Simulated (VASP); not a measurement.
Crystal: Ni.

```
Ni
1.0
     0.00000    1.79365    1.79365
     1.79365    0.00000    1.79365
     1.79365    1.79365    0.00000
Ni
1
Direct
  0.00000 0.00000 0.00000
```

Base run:

```yaml
Program: VASP 6.6.1
Functional: PBE
Potentials_or_basis: VASP PAW PBE potentials, release 64 (Ni)
Cutoff: 520 eV
k_mesh: 24 × 24 × 24
Occupations: gaussian, width 0.15 eV
Spin: collinear spin, ferromagnetic start
Starting_moments: "[0.875] μB"
Fixed_moment: 0.875 μB
```

Its results: pressure -8.3 GPa; site moments Ni +0.88 μB.

Task: The run is repeated on the same cell with these changes: fixed moment from 0.875 μB to 0.625 μB; moments at the start from [0.88] to [0.62]. What comes out?

Result: Pressure -9.8 GPa; site moments Ni +0.64 μB.

Caveats: the total moment is fixed, so each spin has its own Fermi level.
